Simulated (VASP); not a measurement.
Crystal: Cs2KCrTe6.

```xyz
10
Lattice="0.0000 5.3563 5.3563 5.3563 0.0000 5.3563 5.3563 5.3563 0.0000" Properties=species:S:1:pos:R:3 pbc="T T T"
K     5.3563    5.3563    5.3563
Cr    0.0000    0.0000    0.0000
Te    2.3032    5.3563    5.3563
Te    5.3563    2.3032    5.3563
Te    8.4094    5.3563    5.3563
Te    5.3563    8.4094    5.3563
Te    5.3563    5.3563    2.3032
Te    5.3563    5.3563    8.4094
Cs    2.6781    2.6781    2.6781
Cs    8.0344    8.0344    8.0344
```

Base run:

| Quantity | Value |
| --- | --- |
| Program | VASP 6.6.1 |
| Functional | PBE |
| Potentials or basis | VASP PAW PBE potentials, release 64 (K_sv, Cr_pv, Te, Cs_sv) |
| Cutoff | 520 eV |
| k mesh | 3 × 3 × 3 |
| Occupations | methfessel-paxton, width 0.0199 eV |
| Spin | no spin polarisation |

Its results: band gap on the k mesh zero (an odd number of electrons rules out a gap without spin polarisation); pressure 15.4 GPa; largest force 4.409 eV/Å.

Q: The run is repeated on the same cell with these changes: functional from PBE to RPBE; further incar settings from ALGO = Normal; EDIFF = 1e-07; NBANDS = 48 to ALGO = Normal; EDIFF = 1e-06; NBANDS = 48. What comes out?

A: Band gap on the k mesh zero (an odd number of electrons rules out a gap without spin polarisation); pressure 17.2 GPa; largest force 4.500 eV/Å.

Caveats: the cell stands under pressure; spin-orbit coupling is left out, which moves the levels of the heavy elements; the run has no spin polarisation, though such a crystal can be magnetic; forces of over 1 eV/Å act on the atoms, so gaps and moduli don't describe the material at rest (at least some runs); the PAW data sets were made with another functional, which shifts forces and pressure a little (at least some runs).
